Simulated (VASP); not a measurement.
# I: single point with BLYP

I:

```
CELL_PARAMETERS angstrom
0.00000 2.36560 3.90984
2.19225 0.00000 3.90984
2.19225 2.36560 0.00000
ATOMIC_POSITIONS crystal
I 0.93100 0.24600 0.90000
```

```yaml
Program: VASP 6.6.1
Task: single point
Functional: BLYP
Potentials_or_basis: VASP PAW PBE potentials, release 64 (I)
Cutoff: 500 eV
k_mesh: 4 × 4 × 4, shifted
Occupations: gaussian, width 0.1 eV
Spin: no spin polarisation
```

```yaml
Pressure: 2.2 GPa
Band_gap_on_the_k_mesh: zero (an odd number of electrons rules out a gap without spin polarisation)
```

Stress tensor (GPa, compression positive):
```
2.58 1.12 0.00
1.12 1.92 0.00
0.00 0.00 2.23
```

Levels at points of the mesh, in eV from the Fermi level:
```
           k point  band 1  band 2  band 3  band 4  band 5  band 6  band 7  band 8
(0.06, 0.06, 0.06)  -13.69   -1.80    0.59    1.10    4.90    7.95    8.83   11.19
```

Run time: 24 s on 1 thread of Intel(R) Xeon(R) Platinum 8259CL CPU @ 2.50GHz (Skylake/Cascade Lake), on a shared host, peak memory 0.18 GiB.

Caveat: the PAW data sets were made with another functional, which shifts forces and pressure a little; spin-orbit coupling is left out, which moves the levels of the heavy elements; an odd number of electrons without spin polarisation forces a metal; a magnetic or distorted state may lie lower.
